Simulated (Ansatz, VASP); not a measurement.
Be2ZnTe5: VASP beside Ansatz

```xyz
8
Lattice="4.0843 0.0000 0.0000 -2.0422 3.5371 0.0000 0.0000 0.0000 15.0091" Properties=species:S:1:pos:R:3 pbc="T T T"
Be    0.0000    0.0000    2.9585
Be    2.0422    1.1790    9.8919
Zn    0.0000    2.3581    6.3780
Te    0.0000    0.0000    0.4562
Te    0.0000    2.3581    3.7035
Te    2.0422    1.1790    7.4379
Te    0.0000    0.0000   10.6847
Te    0.0000    2.3581   13.4375
```

Alike in both runs: functional PBE; k mesh 12 × 12 × 2; occupations gaussian, width 0.1 eV; no spin polarisation.

Ansatz relaxed the structure, and its values are those at the end. VASP's run is a single point on that final structure, the one shown.

```csv
,VASP,Ansatz
version,VASP 6.6.1,Ansatz 0.2.0
potentials or method,"VASP PAW PBE potentials, release 64 (Be, Zn, Te), cutoff 520 eV","scalar-relativistic, plane waves, PAW"
valence electrons in the cell,46,96
```

|  | VASP | Ansatz | Ansatz less VASP |
| --- | --- | --- | --- |
| gap on the k mesh at the Fermi level (eV) | none | none | - |
| pressure (GPa) | 0.1 | 0.0 | -0.06 |
| rms of the force components (eV/Å) | 0.004 | 0.002 | -0.0014 |

A gap of «none» marks a metal or a gap that the smearing closes. VASP's potentials hold 46 valence electrons a cell and Ansatz's 96, so a difference there can come from the potentials and not from the codes.

Neither program's run includes spin-orbit coupling.
